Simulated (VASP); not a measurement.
# Si2Mo in VASP: notebook, part 2 of 2

VASP 6.6.1. Earlier steps stand in the parts before.

## 4. Relaxation of the atoms, PBEsol

This run uses another cell than the first one, of 12.88 Å³/atom, 0.923 times its volume.

INCAR reads:

```
ALGO     = Normal         # electronic algorithm
EDIFF    = 1E-7           # SCF threshold, eV
EDIFFG   = -0.01          # ionic threshold
ENCUT    = 520            # plane-wave cutoff, eV
GGA      = PS             # functional
IBRION   = 2              # ionic algorithm
ISIF     = 2              # what is computed and relaxed
ISMEAR   = -1             # smearing method
LASPH    = True           # aspherical terms in the spheres
LCHARG   = False          # write CHGCAR
LREAL    = False          # projectors in reciprocal space
LWAVE    = False          # write WAVECAR
NELM     = 100            # most SCF steps
NSW      = 60             # ionic steps
PREC     = Accurate       # precision mode
SIGMA    = 0.05           # smearing width, eV
```

KPOINTS reads:

```
k-points
0
Gamma
  10 10 10
```

POSCAR reads:

```
Si2Mo
1.0
   -1.6000000000      1.6000000000      3.7732800000
    1.6000000000     -1.6000000000      3.7732800000
    1.6000000000      1.6000000000     -3.7732800000
Mo Si
1 2
Direct
    0.0000000000      0.0000000000      0.0000000000
    0.6670000000      0.6670000000      0.0000000000
    0.3330000000      0.3330000000      0.0000000000
```

Potentials or basis: VASP PAW PBE potentials, release 64 (Mo_sv, Si).

On the command line:

```sh
$ cat potpaw_PBE.64/Mo_sv/POTCAR potpaw_PBE.64/Si/POTCAR > POTCAR
$ mpirun -np 1 vasp_std > vasp.out
```

OUTCAR:

```text
EDIFF = 1E-7
   EDIFFG = -0.01
   ENCUT = 520
   GGA = PS
   IBRION = 2
   ISIF = 2
   ISMEAR = -1
   LASPH = True
   LREAL = False
   NELM = 100
   NSW = 60
   PREC = Accurate

 ion  position               nearest neighbor table
   1  0.000  0.000  0.000-   2 2.51   3 2.51   2 2.59   3 2.59   2 2.59   2 2.59   2 2.59   3 2.59
                             3 2.59   3 2.59
   2  0.667  0.667  0.000-   1 2.51   3 2.52   3 2.59   3 2.59   3 2.59   3 2.59   1 2.59   1 2.59
                             1 2.59   1 2.59
   3  0.333  0.333  0.000-   1 2.51   2 2.52   2 2.59   2 2.59   2 2.59   2 2.59   1 2.59   1 2.59
                             1 2.59   1 2.59

  LATTYP: Found a body centered tetragonal cell.
 ALAT       =     3.2000000000
 C/A-ratio  =     2.3583000000

  Lattice vectors:

 A1 = (  -1.6000000000,   1.6000000000,   3.7732800000)
 A2 = (   1.6000000000,  -1.6000000000,   3.7732800000)
[... 278 lines left out ...]
      7       9.5588      2.00000
      8       9.8581      2.00000
      9       9.8581      2.00000
     10       9.9443      2.00000
     11      12.9758      0.00175
     12      15.7632      0.00000
     13      15.9942      0.00000
     14      16.1436      0.00000
[... 401 lines left out ...]
      2     -22.1513      2.00000
      3     -22.0785      2.00000
      4     -21.9635      2.00000
      5       3.1814      2.00000
      6       4.2200      2.00000
      7       6.8328      2.00000
      8       8.7357      2.00000
      9       9.6265      2.00000
     10      10.5145      2.00000
     11      10.8331      2.00000
     12      13.5346      0.00000
     13      14.3267      0.00000
     14      16.3490      0.00000
     15      18.0083      0.00000

 [... further k-points ...]

------------------------ aborting loop because EDIFF is reached ----------------------------------------

  FORCE on cell =-STRESS in cart. coord.  units (eV):
  Direction    XX          YY          ZZ          XY          YZ          ZX
  --------------------------------------------------------------------------------------
  -------------------------------------------------------------------------------------
  Total        0.5816652      0.5816652      5.0685964      0.0000000     -0.0000000      0.0000000
  in kB       24.1192984     24.1192984    210.1741523      0.0000000     -0.0000000      0.0000000
  external PRESSURE =      86.1375830 kB  Pullay stress =       0.0000000 kB
[... 18 lines left out ...]
  FREE ENERGIE OF THE ION-ELECTRON SYSTEM (eV)
  ---------------------------------------------------
  free  energy   TOTEN  =       -24.9926588094 eV

  energy  without entropy=      -24.9910187401  energy(sigma->0) =      -24.99183877

 reached required accuracy - stopping structural energy minimisation
```

CONTCAR:

```text
Si2Mo
   1.00000000000000
    -1.6000000000000001    1.6000000000000001    3.7732800000000002
     1.6000000000000001   -1.6000000000000001    3.7732800000000002
     1.6000000000000001    1.6000000000000001   -3.7732800000000002
  Mo              Si
     1     2
Direct
     0.0000000000000000    0.0000000000000000    0.0000000000000000
     0.6653141146649970    0.6653141146649970    0.0000000000000000
     0.3346858853350029    0.3346858853350029    0.0000000000000000

  0.00000000E+00  0.00000000E+00  0.00000000E+00
  0.00000000E+00  0.00000000E+00  0.00000000E+00
  0.00000000E+00  0.00000000E+00  0.00000000E+00
```

Wall time 5.1 min (1 thread of AMD EPYC 7R43 (Zen 3), shared host); peak memory 0.2 GiB.

What came out:

- Free energy: -24.9927 eV
- Energy gained by relaxing: 1.3 meV/atom
- Ionic steps: 3
- Pressure after relaxing: 8.6 GPa
- Band gap on the k mesh: zero (band 11 reaches 13.09 eV, above the bottom of band 12 at 12.20 eV)

Step by step:
```
step  energy change (eV)  largest force (eV/Å)  pressure (GPa)
   1              0.0000                0.3143            8.46
   2             -0.0039                0.0615            8.65
   3             -0.0040                0.0003            8.61
```

Final structure:
```cif
data_structure
_symmetry_space_group_name_H-M 'P 1'
_symmetry_Int_Tables_number 1
_cell_length_a 4.3997
_cell_length_b 4.3997
_cell_length_c 4.3997
_cell_angle_alpha 137.350
_cell_angle_beta 137.350
_cell_angle_gamma 61.900
_cell_volume 38.64
loop_
_atom_site_label
_atom_site_type_symbol
_atom_site_fract_x
_atom_site_fract_y
_atom_site_fract_z
_atom_site_occupancy
Mo1 Mo 0.00000 0.00000 0.00000 1
Si1 Si 0.66531 0.66531 0.00000 1
Si2 Si 0.33469 0.33469 0.00000 1
```

Caveat: the PAW data sets were made with another functional, which shifts forces and pressure a little.

## 5. Single point, LDA, non-collinear spin, zero start, spin-orbit coupling

This run uses another cell than the first one, of 13.42 Å³/atom, 0.961 times its volume.

INCAR reads:

```
SYSTEM = Si2Mo
PREC = Accurate ; ENCUT = 520
EDIFF = 1E-6 ; ISMEAR = -1
SIGMA = 0.05 ; LREAL = .FALSE.
LASPH = .TRUE. ; NELM = 150
ALGO = Normal ; ISIF = 2
LWAVE = .FALSE. ; LCHARG = .TRUE.
MAGMOM = 0 0 0 0 0 0 0 0 0 ; LORBIT = 11
LSORBIT = .TRUE. ; GGA_COMPAT = .FALSE.
LORBMOM = .TRUE. ; LMAXMIX = 4
LVHAR = .TRUE. ; NBANDS = 35
```

KPOINTS reads:

```
Automatic mesh
0
G
  9 9 9
  0 0 0
```

POSCAR reads:

```
Si2Mo
1.0
   -1.6000000000      1.6000000000      3.9305000000
    1.6000000000     -1.6000000000      3.9305000000
    1.6000000000      1.6000000000     -3.9305000000
Mo Si
1 2
Direct
    0.0000000000      0.0000000000      0.0000000000
    0.6670000000      0.6670000000      0.0000000000
    0.3330000000      0.3330000000      0.0000000000
```

Potentials or basis: VASP PAW LDA potentials, release 64 (Mo_sv, Si).

On the command line:

```sh
$ cat potpaw_LDA.64/Mo_sv/POTCAR potpaw_LDA.64/Si/POTCAR > POTCAR
$ mpirun -np 1 vasp_ncl > vasp.out
```

OUTCAR:

```text
SYSTEM = Si2Mo
   PREC = Accurate
   ENCUT = 520
   EDIFF = 1E-6
   ISMEAR = -1
   LREAL = .FALSE.
   LASPH = .TRUE.
   NELM = 150
   ISIF = 2
   LORBIT = 11
   LSORBIT = .TRUE.

 ion  position               nearest neighbor table
   1  0.000  0.000  0.000-   2 2.62   3 2.62   2 2.62   3 2.62   2 2.62   3 2.62   3 2.62   2 2.62
                             2 2.62   3 2.62
   2  0.667  0.667  0.000-   3 2.61   3 2.61   3 2.61   3 2.61   1 2.62   1 2.62   1 2.62   1 2.62
                             1 2.62   3 2.63
   3  0.333  0.333  0.000-   2 2.61   2 2.61   2 2.61   2 2.61   1 2.62   1 2.62   1 2.62   1 2.62
                             1 2.62   2 2.63

  LATTYP: Found a body centered tetragonal cell.
 ALAT       =     3.2000000000
 C/A-ratio  =     2.4565625000

  Lattice vectors:

 A1 = (  -1.6000000000,   1.6000000000,   3.9305000000)
 A2 = (   1.6000000000,  -1.6000000000,   3.9305000000)
 A3 = (   1.6000000000,   1.6000000000,  -3.9305000000)

Analysis of symmetry for initial positions (statically):
=====================================================================
 Subroutine PRICEL returns:
 Original cell was already a primitive cell.

 Routine SETGRP: Setting up the symmetry group for a
 body centered tetragonal supercell.

 Subroutine GETGRP returns: Found 16 space group operations
 (whereof 16 operations were pure point group operations)
 out of a pool of 16 trial point group operations.

The static configuration has the point symmetry D_4h.

Analysis of symmetry for dynamics (positions and initial velocities):
=====================================================================
 Subroutine PRICEL returns:
 Original cell was already a primitive cell.

 Routine SETGRP: Setting up the symmetry group for a
 body centered tetragonal supercell.

 Subroutine GETGRP returns: Found 16 space group operations
 (whereof 16 operations were pure point group operations)
 out of a pool of 16 trial point group operations.

The dynamic configuration has the point symmetry D_4h.

Analysis of structural, dynamic, and magnetic symmetry:
[... 1105 lines left out ...]

 orbital moment (y)

 # of ion     p       d       tot
 ----------------------------------------
  1         0.000  -0.000  -0.000
  2         0.000   0.000   0.000
  3         0.000   0.000   0.000
 ----------------------------------------
            0.000  -0.000   0.000

 orbital moment (z)

 # of ion     p       d       tot
 ----------------------------------------
  1         0.000   0.000   0.000
  2         0.000   0.000   0.000
  3         0.000   0.000   0.000
 ----------------------------------------
            0.000   0.000   0.000

 Spin-Orbit-Coupling matrix elements

 Ion:    1  E_soc:     -0.2040354
 l=   1
     0.0000000    -0.0311667    -0.0311793
    -0.0311667     0.0000000    -0.0311667
    -0.0311793    -0.0311667     0.0000000
 l=   2
     0.0000000    -0.0005760     0.0000000    -0.0005760    -0.0022924
    -0.0005760     0.0000000    -0.0016335    -0.0006497    -0.0005720
     0.0000000    -0.0016335     0.0000000    -0.0016335     0.0000000
    -0.0005760    -0.0006497    -0.0016335     0.0000000    -0.0005720
    -0.0022924    -0.0005720     0.0000000    -0.0005720     0.0000000
 l=   3
     0.0000000     0.0000000     0.0000000     0.0000000     0.0000000     0.0000000     0.0000000
     0.0000000     0.0000000     0.0000000     0.0000000     0.0000000     0.0000000     0.0000000
     0.0000000     0.0000000     0.0000000     0.0000000     0.0000000     0.0000000     0.0000000
     0.0000000     0.0000000     0.0000000     0.0000000     0.0000000     0.0000000     0.0000000
[... 29 lines left out ...]
 l=   2
     0.0000000     0.0000000     0.0000000     0.0000000     0.0000000
     0.0000000     0.0000000     0.0000000     0.0000000     0.0000000
     0.0000000     0.0000000     0.0000000     0.0000000     0.0000000
     0.0000000     0.0000000     0.0000000     0.0000000     0.0000000
     0.0000000     0.0000000     0.0000000     0.0000000     0.0000000
 l=   3
     0.0000000     0.0000000     0.0000000     0.0000000     0.0000000     0.0000000     0.0000000
     0.0000000     0.0000000     0.0000000     0.0000000     0.0000000     0.0000000     0.0000000
     0.0000000     0.0000000     0.0000000     0.0000000     0.0000000     0.0000000     0.0000000
     0.0000000     0.0000000     0.0000000     0.0000000     0.0000000     0.0000000     0.0000000
     0.0000000     0.0000000     0.0000000     0.0000000     0.0000000     0.0000000     0.0000000
     0.0000000     0.0000000     0.0000000     0.0000000     0.0000000     0.0000000     0.0000000
     0.0000000     0.0000000     0.0000000     0.0000000     0.0000000     0.0000000     0.0000000

 total charge

# of ion       s       p       d       tot
------------------------------------------
    1        2.287   6.208   4.202  12.697
    2        0.749   0.886   0.000   1.636
    3        0.749   0.886   0.000   1.636
--------------------------------------------------
tot          3.786   7.981   4.202  15.969

 magnetization (x)

# of ion       s       p       d       tot
------------------------------------------
    1        0.000   0.000   0.000   0.000
    2        0.000  -0.000   0.000  -0.000
    3        0.000  -0.000   0.000  -0.000
--------------------------------------------------
tot          0.000  -0.000   0.000  -0.000

 magnetization (y)

# of ion       s       p       d       tot
------------------------------------------
    1       -0.000  -0.000   0.000  -0.000
    2        0.000   0.000   0.000   0.000
    3        0.000   0.000   0.000   0.000
--------------------------------------------------
tot         -0.000   0.000   0.000   0.000

 magnetization (z)

# of ion       s       p       d       tot
------------------------------------------
    1        0.000   0.000   0.000   0.000
    2        0.000   0.000   0.000   0.000
    3        0.000   0.000   0.000   0.000
--------------------------------------------------
tot          0.000   0.000   0.000   0.000
```

Wall time 9.9 min (1 thread of Oxide Virtual Turin-like, shared host); peak memory 0.34 GiB.

What came out:

* Free energy: -25.8979 eV
* Pressure: -5.5 GPa
* Largest force: 0.392 eV/Å
* Net moment: 0.00 μB per cell
* Valence electrons inside the program's atomic spheres: Mo 12.70; Si 1.64

Forces on the atoms (eV/Å):
```
Mo   0.000  0.000  0.000
Si   0.000  0.000 -0.392
Si   0.000  0.000  0.392
```

Moments on the atoms (μB; x, y, z):
```
Mo  0.00 0.00 0.00
Si  0.00 0.00 0.00
Si  0.00 0.00 0.00
```

## 6. Single point, PBE (atoms moved at random)

INCAR reads:

```
SYSTEM = Si2Mo
ALGO     = Normal         ! electronic algorithm
EDIFF    = 1E-6           ! SCF threshold, eV
ENCUT    = 520            ! plane-wave cutoff, eV
GGA      = PE             ! functional
ISIF     = 2              ! what is computed and relaxed
ISMEAR   = -1             ! smearing method
LASPH    = .TRUE.         ! aspherical terms in the spheres
LCHARG   = .TRUE.         ! write CHGCAR
LELF     = .TRUE.         ! ELF
LREAL    = .FALSE.        ! projectors in reciprocal space
LVHAR    = .TRUE.       
LWAVE    = .FALSE.        ! write WAVECAR
NBANDS   = 18             ! bands
NELM     = 80             ! most SCF steps
PREC     = Accurate       ! precision mode
SIGMA    = 0.05           ! smearing width, eV
```

KPOINTS reads:

```
k-points
0
G
  12 12 12
  0 0 0
```

POSCAR reads:

```
Si2Mo
1.0
   -1.6000000000      1.6000000000      3.9305000000
    1.6000000000     -1.6000000000      3.9305000000
    1.6000000000      1.6000000000     -3.9305000000
Mo Si
1 2
Direct
    0.0176620000      0.0018630000      0.0066410000
    0.6778390000      0.6943160000      0.0250040000
    0.3319990000      0.3458110000      0.0115010000
```

Potentials or basis: VASP PAW PBE potentials, release 64 (Mo_sv, Si).

On the command line:

```sh
$ cat potpaw_PBE.64/Mo_sv/POTCAR potpaw_PBE.64/Si/POTCAR > POTCAR
$ mpirun -np 1 vasp_std > vasp.out
```

It took 31 min on 1 thread of Oxide Virtual Turin-like, shared host; peak memory 0.64 GiB.

Results (log left out):

| Item | Value |
| --- | --- |
| Free energy | -23.1956 eV |
| Pressure | 2.7 GPa |
| Largest force | 0.915 eV/Å |
| Band gap on the k mesh | zero (band 11 reaches 12.79 eV, above the bottom of band 12 at 11.76 eV) |

Forces in eV/Å, atoms in the order of the input:
```
Mo   0.619 -0.275 -0.351
Si  -0.488  0.046 -0.525
Si  -0.131  0.229  0.876
```

Stress tensor (GPa, compression positive):
```
 2.94 -0.31 -0.27
-0.31  3.13  0.05
-0.27  0.05  1.89
```

Levels at points of the mesh, in eV from the Fermi level:
| k point | band 7 | band 8 | band 9 | band 10 | band 11 | band 12 | band 13 | band 14 | band 15 | band 16 |
| --- | --- | --- | --- | --- | --- | --- | --- | --- | --- | --- |
| (0.00, 0.00, 0.00) | -3.51 | -2.99 | -2.76 | -2.73 | 0.44 | 2.86 | 2.93 | 3.78 | 3.82 | 4.10 |
| (0.50, 0.00, 0.00) | -4.83 | -4.44 | -2.68 | -2.42 | -0.56 | 2.25 | 2.94 | 3.98 | 4.41 | 5.19 |
| (0.00, 0.50, 0.00) | -4.87 | -4.38 | -2.68 | -2.45 | -0.56 | 2.26 | 2.96 | 3.97 | 4.41 | 5.31 |
| (0.00, 0.50, 0.50) | -4.89 | -4.43 | -2.69 | -2.40 | -0.56 | 2.25 | 2.81 | 4.00 | 4.38 | 5.27 |
| (0.50, 0.00, 0.50) | -4.90 | -4.44 | -2.68 | -2.41 | -0.59 | 2.25 | 2.79 | 4.01 | 4.37 | 5.41 |
| (0.50, 0.50, 0.00) | -5.83 | -5.41 | -4.59 | -3.07 | -1.03 | 2.32 | 2.66 | 2.86 | 3.16 | 4.87 |
| (0.00, 0.00, 0.50) | -5.85 | -5.37 | -4.60 | -3.06 | -1.02 | 2.32 | 2.67 | 2.80 | 3.21 | 4.89 |
| (0.50, 0.50, 0.50) | -3.50 | -2.47 | -0.71 | -0.66 | -0.56 | -0.54 | 0.60 | 4.53 | 5.21 | 5.68 |

Caveat: the cell differs from its parent crystal (atoms moved at random).

## 7. Summary

| task | level | potentials or basis | spin | cell | k mesh | gap on the mesh (eV) | pressure (GPa) | largest force (eV/Å) |
| --- | --- | --- | --- | --- | --- | --- | --- | --- |
| single point | PBE | VASP PAW PBE potentials, release 64 (Mo_sv, Si) | off | a = 4.558 Å, angles 138.0, 138.0, 60.8°, 3 atoms | 10 × 10 × 10 | none | -5.1 | 0.35 |
| single point | r2SCAN | VASP PAW PBE potentials, release 64 (Mo_sv, Si) | off | a = 4.624 Å, angles 138.7, 138.7, 59.9°, 3 atoms | 12 × 12 × 12 | none | -12.2 | 0.45 |
| relaxation of the atoms | PBEsol | VASP PAW PBE potentials, release 64 (Mo_sv, Si) | off | atoms relaxed from a = 4.400 Å, angles 137.3, 137.3, 61.9°, 3 atoms | 10 × 10 × 10 | none | 8.6 | - |
| single point | LDA | VASP PAW LDA potentials, release 64 (Mo_sv, Si) | non-collinear, zero start, SOC | a = 4.535 Å, angles 138.7, 138.7, 59.9°, 3 atoms | 9 × 9 × 9 | - | -5.5 | 0.39 |
| single point | PBE | VASP PAW PBE potentials, release 64 (Mo_sv, Si) | off | a = 4.535 Å, angles 138.7, 138.7, 59.9°, 3 atoms | 12 × 12 × 12 | none | 2.7 | 0.92 |

Alike in all rows: cutoff (eV) 520; smearing fermi-dirac 0.05 eV.

Caveats: the PAW data sets were made with another functional, which shifts forces and pressure a little (some runs).

Absolute energies hang on the potentials; compare differences alone.
